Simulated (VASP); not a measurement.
# Zr (P6_3/mmc) in VASP: further runs

Runs on Zr. Level: LDA. Tasks: single point.

Program: VASP 6.6.1. These are calculated values, not measurements. Logs are shortened: lines on timing, memory, paths and dates and some standing lists are left out, and cuts for length are marked.

## Step 1: The cell of the first run

Symmetry: P6_3/mmc, No. 194, hexagonal system. Conventional cell: a = 3.144 Å, b = 3.144 Å, c = 5.089 Å, α = 90.00°, β = 90.00°, γ = 120.00°. Within 4.1 Å of Zr (site symmetry -6m2) lie 12 Zr at 3.13 to 3.14 Å.

## Step 2: Single point, LDA

Contents of INCAR:

```
SYSTEM = Zr
  PREC = Accurate
  ENCUT = 520
  EDIFF = 1E-6
  ISMEAR = 0
  SIGMA = 0.6
  LREAL = .FALSE.
  LASPH = .TRUE.
  NELM = 100
  ALGO = Normal
  ISIF = 2
  LWAVE = .FALSE.
  LCHARG = .FALSE.
  GGA = CA
  NBANDS = 19
```

Contents of KPOINTS:

```
regular mesh
0
G
  12 12 6
  0 0 0
```

Contents of POSCAR:

```
Zr
1.0
    3.1439658570      0.0000000000      0.0000000000
   -1.5719829285      2.7227543008      0.0000000000
    0.0000000000      0.0000000000      5.0894642375
Zr
2
Direct
    0.3333333333      0.6666666667      0.2500000000
    0.6666666667      0.3333333333      0.7500000000
```

Potentials or basis: VASP PAW LDA potentials, release 64 (Zr_sv).

Command:

```bash
cat potpaw_LDA.64/Zr_sv/POTCAR > POTCAR
mpirun -np 1 vasp_std > vasp.out
```

OUTCAR:

```text
SYSTEM = Zr
   PREC = Accurate
   ENCUT = 520
   EDIFF = 1E-6
   ISMEAR = 0
   LREAL = .FALSE.
   LASPH = .TRUE.
   NELM = 100
   ISIF = 2
   GGA = CA

 ion  position               nearest neighbor table
   1  0.333  0.667  0.250-   2 3.13   2 3.13   2 3.13   2 3.13   2 3.13   2 3.13
   2  0.667  0.333  0.750-   1 3.13   1 3.13   1 3.13   1 3.13   1 3.13   1 3.13

  LATTYP: Found a hexagonal cell.
 ALAT       =     3.1439658570
 C/A-ratio  =     1.6188039149

  Lattice vectors:

 A1 = (   3.1439658570,   0.0000000000,   0.0000000000)
 A2 = (  -1.5719829285,   2.7227543008,   0.0000000000)
 A3 = (   0.0000000000,   0.0000000000,   5.0894642375)

Analysis of symmetry for initial positions (statically):
=====================================================================
 Subroutine PRICEL returns:
 Original cell was already a primitive cell.

 Routine SETGRP: Setting up the symmetry group for a
 hexagonal supercell.

 Subroutine GETGRP returns: Found 24 space group operations
 (whereof 12 operations were pure point group operations)
 out of a pool of 24 trial point group operations.

The static configuration has the point symmetry D_3d.
 The point group associated with its full space group is D_6h.

Analysis of symmetry for dynamics (positions and initial velocities):
=====================================================================
 Subroutine PRICEL returns:
 Original cell was already a primitive cell.

 Routine SETGRP: Setting up the symmetry group for a
 hexagonal supercell.

 Subroutine GETGRP returns: Found 24 space group operations
 (whereof 12 operations were pure point group operations)
 out of a pool of 24 trial point group operations.

The dynamic configuration has the point symmetry D_3d.
 The point group associated with its full space group is D_6h.

 Subroutine INISYM returns: Found 24 space group operations
 (whereof 12 operations are pure point group operations),
 and found     1 'primitive' translations

----------------------------------------------------------------------------------------

                                     Primitive cell

  volume of cell :      43.5671

  direct lattice vectors                    reciprocal lattice vectors
     3.143965857  0.000000000  0.000000000     0.318069612  0.183637576  0.000000000
    -1.571982928  2.722754301  0.000000000     0.000000000  0.367275152  0.000000000
     0.000000000  0.000000000  5.089464237     0.000000000  0.000000000  0.196484336

  length of vectors
     3.143965857  3.143965857  5.089464237     0.367275152  0.367275152  0.196484336

  position of ions in fractional coordinates (direct lattice)
     0.333333333  0.666666667  0.250000000
     0.666666667  0.333333333  0.750000000

  ion indices of the primitive-cell ions
   primitive index   ion index
                 1           1
                 2           2

----------------------------------------------------------------------------------------

 KPOINTS: regular mesh

Automatic generation of k-mesh.
 Grid dimensions read from file:
 generate k-points for:   12   12    6

 Generating k-lattice:

  Cartesian coordinates                     Fractional coordinates (reciprocal lattice)
     0.026505801  0.015303131  0.000000000     0.083333333  0.000000000  0.000000000
     0.000000000  0.030606263  0.000000000     0.000000000  0.083333333  0.000000000
     0.000000000  0.000000000  0.032747389     0.000000000  0.000000000  0.166666667

  Length of vectors
     0.030606263  0.030606263  0.032747389

  Shift w.r.t. Gamma in fractional coordinates (k-lattice)
     0.000000000  0.000000000  0.000000000

 Subroutine IBZKPT returns following result:
 ===========================================

 Found     76 irreducible k-points:

 Following reciprocal coordinates:
            Coordinates               Weight
  0.000000  0.000000  0.000000      1.000000
  0.083333  0.000000  0.000000      6.000000
  0.166667  0.000000  0.000000      6.000000
  0.250000  0.000000  0.000000      6.000000
  0.333333  0.000000  0.000000      6.000000
  0.416667  0.000000  0.000000      6.000000
[... 16 lines left out ...]
  0.250000  0.000000  0.166667     12.000000
  0.333333  0.000000  0.166667     12.000000
 [... further k-points ...]
   k-points           NKPTS =     76   k-points in BZ     NKDIM =     76   number of bands    NBANDS=     19
   number of dos      NEDOS =    301   number of ions     NIONS =      2
   total plane-waves  NPLWV =  23040
   dimension x,y,z NGX =    24 NGY =   24 NGZ =   40
   dimension x,y,z NGXF=    48 NGYF=   48 NGZF=   80
   ions per type =               2
   NGX,Y,Z   is equivalent  to a cutoff of  12.69, 12.69, 13.07 a.u.
   NGXF,Y,Z  is equivalent  to a cutoff of  25.38, 25.38, 26.13 a.u.
 SYSTEM =  Zr
   PREC   = accura    normal or accurate (medium, high low for compatibility)
   ISTART =      0    job   : 0-new  1-cont  2-samecut
   ICHARG =      2    charge: 1-file 2-atom 10-const
   ISPIN  =      1    spin polarized calculation?
   LNONCOLLINEAR =      F non collinear calculations
   LSORBIT =      F    spin-orbit coupling
   LASPH  =      T    aspherical Exc in radial PAW
   ENCUT  =  520.0 eV  38.22 Ry    6.18 a.u.   5.85  5.85  9.46*2*pi/ulx,y,z
   NELM   =    100;   NELMIN=  2; NELMDL= -5     # of ELM steps
   EDIFF  = 0.1E-05   stopping-criterion for ELM
   LREAL  =      F    real-space projection
   EDIFFG = 0.1E-04   stopping-criterion for IOM
   NSW    =      0    number of steps for IOM
   IBRION =     -1    ionic relax: 0-MD 1-quasi-New 2-CG
   NFREE  =      0    steps in history (QN), initial steepest desc. (CG)
   ISIF   =      2    stress and relaxation
   ISYM   =      2    0-nonsym 1-usesym 2-fastsym
   POTIM  = 0.5000    time-step for ionic-motion
   TEBEG  =    0.0;   TEEND  =   0.0 temperature during run
   PSTRESS=    0.0 pullay stress
   NELECT =      24.0000    total number of electrons
   NUPDOWN=      -1.0000    fix difference up-down
   EMIN   =  10.00;   EMAX   =-10.00  energy-range for DOS
   EFERMI =   0.00;   METHOD = LEGACY
   ISMEAR =     0;   SIGMA  =   0.60  broadening in eV -4-tet -1-fermi 0-gaus
   EFERMI_NEDOS =   21; number of points for ismear=-14 and -15
   IALGO  =     38    algorithm
   IMIX   =      4    mixing-type and parameters
     AMIX     =   0.40;   BMIX     =  1.00
     AMIX_MAG =   1.60;   BMIX_MAG =  1.00
  volume/ion in A,a.u.               =      21.78       147.00
  Fermi-wavevector in a.u.,A,eV,Ry     =   1.342020  2.536051 24.504349  1.801019
  Thomas-Fermi vector in A             =   2.470208
   LORBIT       =      0    0 simple, 1 ext, 2 COOP (PROOUT), +10 PAW based schemes
   GGA     = CA    functional components
   LHFCALC =     F    Hartree Fock is set to
   AEXX    =    0.0000 exact exchange contribution
   IVDW    =     0    specifies the selected vdW correction
   LEPSILON=     F    determine dielectric tensor
   LRPA    =     F    only Hartree local field effects (RPA)
 non-spin polarized calculation
 Gauss-broadening in eV      SIGMA  =   0.60
  energy-cutoff  :      520.00
  volume of cell :       43.57
 maximum number of plane-waves:      1194
 NGX is ok and might be reduce to    24
   NGX = 11   NGY = 11   NGZ = 19

 number of electron      23.9999999 magnetization

 Free energy of the ion-electron system (eV)
  ---------------------------------------------------
  ext. energy  EPLUGINS =         0.00000000
  ---------------------------------------------------
  free energy    TOTEN  =       -18.78182724 eV

  energy without entropy =      -18.35431267  energy(sigma->0) =      -18.56806995

 E-fermi :   9.4598     XC(G=0): -11.5981

 val. band max:        9.4479110691   @ k =   0.0833   0.0833   0.0000
 cond. band min:       9.4721315105   @ k =   0.3333   0.2500   0.3333
 fundamental gap:      0.0242204414
 Fermi energy:         9.4598331070

 k-point     1 :       0.0000    0.0000    0.0000
  band No.  band energies     occupation
      1     -38.8630      2.00000
      2     -38.6667      2.00000
      3     -17.6375      2.00000
      4     -16.5701      2.00000
      5     -16.5701      2.00000
      6     -16.4105      2.00000
[... 11 lines left out ...]
     18      11.9099      0.00000
     19      14.3249      0.00000

 k-point     2 :       0.0833    0.0000    0.0000
  band No.  band energies     occupation
      1     -38.8521      2.00000
      2     -38.6616      2.00000
      3     -17.6110      2.00000
      4     -16.6330      2.00000
      5     -16.5900      2.00000
      6     -16.4735      2.00000
[... 11 lines left out ...]
     18      11.7228      0.00000
     19      14.4609      0.00000

 k-point     3 :       0.1667    0.0000    0.0000
  band No.  band energies     occupation
      1     -38.8216      2.00000
      2     -38.6481      2.00000
      3     -17.5350      2.00000
      4     -16.8043      2.00000
      5     -16.6453      2.00000
      6     -16.6423      2.00000
[... 11 lines left out ...]
     18      11.8769      0.00000
     19      14.7342      0.00000

 k-point     4 :       0.2500    0.0000    0.0000
  band No.  band energies     occupation
      1     -38.7780      2.00000
      2     -38.6312      2.00000
      3     -17.4202      2.00000
      4     -17.0364      2.00000
      5     -16.8685      2.00000
      6     -16.7102      2.00000
[... 11 lines left out ...]
     18      12.7314      0.00000
     19      14.9745      0.00000

 k-point     5 :       0.3333    0.0000    0.0000
  band No.  band energies     occupation
      1     -38.7309      2.00000
      2     -38.6173      2.00000
      3     -17.2845      2.00000
      4     -17.2653      2.00000
      5     -17.0807      2.00000
      6     -16.7753      2.00000
[... 11 lines left out ...]
     18      13.7743      0.00000
     19      15.1263      0.00000
[... 334 lines left out ...]
      2     -38.6746      2.00000
      3     -17.5387      2.00000
      4     -16.6204      2.00000
      5     -16.5786      2.00000
      6     -16.5454      2.00000
[... 11 lines left out ...]
     18      12.1234      0.00000
     19      14.4776      0.00000

 k-point    22 :       0.1667    0.0000    0.1667
  band No.  band energies     occupation
      1     -38.8102      2.00000
      2     -38.6599      2.00000
      3     -17.4773      2.00000
      4     -16.7857      2.00000
      5     -16.7008      2.00000
      6     -16.6291      2.00000
[... 11 lines left out ...]
     18      12.0734      0.00000
     19      14.6713      0.00000

 k-point    23 :       0.2500    0.0000    0.1667
  band No.  band energies     occupation
      1     -38.7683      2.00000
      2     -38.6412      2.00000
      3     -17.3989      2.00000
      4     -16.9997      2.00000
      5     -16.9106      2.00000
      6     -16.6950      2.00000
[... 11 lines left out ...]
     18      12.6443      0.00000
     19      14.8314      0.00000

 k-point    24 :       0.3333    0.0000    0.1667
  band No.  band energies     occupation
      1     -38.7233      2.00000
      2     -38.6250      2.00000
      3     -17.3858      2.00000
      4     -17.1695      2.00000
      5     -17.0703      2.00000
      6     -16.7583      2.00000
[... 11 lines left out ...]
     18      13.5898      0.00000
     19      14.9539      0.00000

 [... further k-points ...]
[... 5 lines left out ...]
  --------------------------------------------------------------------------------------
  -------------------------------------------------------------------------------------
  Total        0.1004230      0.1004230      0.4126704      0.0000000      0.0000000      0.0000000
  in kB        3.6930538      3.6930538     15.1759401      0.0000000      0.0000000      0.0000000
  external PRESSURE =       7.5206826 kB  Pullay stress =       0.0000000 kB

 VOLUME and BASIS-vectors are now :
 -----------------------------------------------------------------------------
  energy-cutoff  :      520.00
  volume of cell :       43.57
      direct lattice vectors                 reciprocal lattice vectors
     3.143965857  0.000000000  0.000000000     0.318069612  0.183637576  0.000000000
    -1.571982928  2.722754301  0.000000000     0.000000000  0.367275152  0.000000000
     0.000000000  0.000000000  5.089464237     0.000000000  0.000000000  0.196484336

 POSITION                                       TOTAL-FORCE (eV/Angst)
 -----------------------------------------------------------------------------------
     -0.00000      1.81517      1.27237         0.000000     -0.000000      0.000000
      1.57198      0.90758      3.81710        -0.000000      0.000000      0.000000
 -----------------------------------------------------------------------------------
    total drift:                                0.000000     -0.000000      0.000000

  FREE ENERGIE OF THE ION-ELECTRON SYSTEM (eV)
  ---------------------------------------------------
  free  energy   TOTEN  =       -18.7818272409 eV

  energy  without entropy=      -18.3543126690  energy(sigma->0) =      -18.56806995
```

It took 28 s on 1 thread of AMD EPYC 9R45 (Zen 5), shared host; peak memory 0.14 GiB.

Results:

```yaml
Free_energy: -18.7818 eV
Pressure: 0.8 GPa
Band_gap_on_the_k_mesh: zero (band 12 reaches 10.50 eV, above the bottom of band 13 at 9.35 eV)
```

Stress tensor (GPa, compression positive):
```
0.37 0.00 0.00
0.00 0.37 0.00
0.00 0.00 1.52
```

## Step 3: Single point, LDA

Contents of INCAR:

```
SYSTEM = Zr
  ALGO = Normal
  EDIFF = 1E-7
  ENCUT = 520
  GGA = CA
  ISIF = 2
  ISMEAR = 0
  LASPH = .True.
  LCHARG = .True.
  LELF = .True.
  LREAL = .False.
  LVHAR = .True.
  LWAVE = .False.
  NBANDS = 19
  NELM = 80
  PREC = Accurate
  SIGMA = 1.0
```

Contents of KPOINTS:

```
k-points
0
Gamma
  12 12 6
  0 0 0
```

POSCAR is that of step 2.

Potentials or basis: VASP PAW LDA potentials, release 64 (Zr_sv).

Command:

```bash
cat potpaw_LDA.64/Zr_sv/POTCAR > POTCAR
mpirun -np 1 vasp_std > vasp.out
```

OUTCAR:

```text
SYSTEM = Zr
   EDIFF = 1E-7
   ENCUT = 520
   GGA = CA
   ISIF = 2
   ISMEAR = 0
   LASPH = .True.
   LREAL = .False.
   NELM = 80
   PREC = Accurate

 ion  position               nearest neighbor table
   1  0.333  0.667  0.250-   2 3.13   2 3.13   2 3.13   2 3.13   2 3.13   2 3.13
   2  0.667  0.333  0.750-   1 3.13   1 3.13   1 3.13   1 3.13   1 3.13   1 3.13

  LATTYP: Found a hexagonal cell.
 ALAT       =     3.1439658570
 C/A-ratio  =     1.6188039149

  Lattice vectors:

 A1 = (   3.1439658570,   0.0000000000,   0.0000000000)
 A2 = (  -1.5719829285,   2.7227543008,   0.0000000000)
[... 192 lines left out ...]
      5     -16.5442      2.00000
      6     -16.3825      2.00000
[... 505 lines left out ...]
      6     -16.7329      2.00000
[... 11 lines left out ...]
     18      13.6026      0.00000
     19      14.9766      0.00000

 [... further k-points ...]
[... 5 lines left out ...]
  --------------------------------------------------------------------------------------
  -------------------------------------------------------------------------------------
  Total        0.4765965      0.4765965      1.0325371      0.0000000     -0.0000000      0.0000000
  in kB       17.5268195     17.5268195     37.9715124      0.0000000     -0.0000000      0.0000000
  external PRESSURE =      24.3417171 kB  Pullay stress =       0.0000000 kB

 VOLUME and BASIS-vectors are now :
 -----------------------------------------------------------------------------
  energy-cutoff  :      520.00
  volume of cell :       43.57
      direct lattice vectors                 reciprocal lattice vectors
     3.143965857  0.000000000  0.000000000     0.318069612  0.183637576  0.000000000
    -1.571982928  2.722754301  0.000000000     0.000000000  0.367275152  0.000000000
     0.000000000  0.000000000  5.089464237     0.000000000  0.000000000  0.196484336

 POSITION                                       TOTAL-FORCE (eV/Angst)
 -----------------------------------------------------------------------------------
     -0.00000      1.81517      1.27237         0.000000     -0.000000      0.000000
      1.57198      0.90758      3.81710        -0.000000      0.000000      0.000000
 -----------------------------------------------------------------------------------
    total drift:                                0.000000     -0.000000      0.000000

  FREE ENERGIE OF THE ION-ELECTRON SYSTEM (eV)
  ---------------------------------------------------
  free  energy   TOTEN  =       -19.1820540929 eV

  energy  without entropy=      -17.8967107615  energy(sigma->0) =      -18.53938243
```

stdout:

```text
POSCAR found type information on POSCAR Zr
 POSCAR found :  1 types and       2 ions
 scaLAPACK will be used
 LDA part: xc-table for (Slater(with rela. corr.)+CA(PZ))
 , standard interpolation
 POSCAR, INCAR and KPOINTS ok, starting setup
 FFT: planning ... GRIDC
 FFT: planning ... GRID_SOFT
 FFT: planning ... GRID
 WAVECAR not read
 entering main loop
```

Wall time 31 s (1 thread of AMD EPYC 9R45 (Zen 5), shared host); peak memory 0.14 GiB.

Results:

* Free energy: -19.1821 eV
* Pressure: 2.4 GPa
* Band gap on the k mesh: zero (band 12 reaches 10.51 eV, above the bottom of band 13 at 9.36 eV)

Stress tensor (GPa, compression positive):
```
1.75 0.00 0.00
0.00 1.75 0.00
0.00 0.00 3.80
```
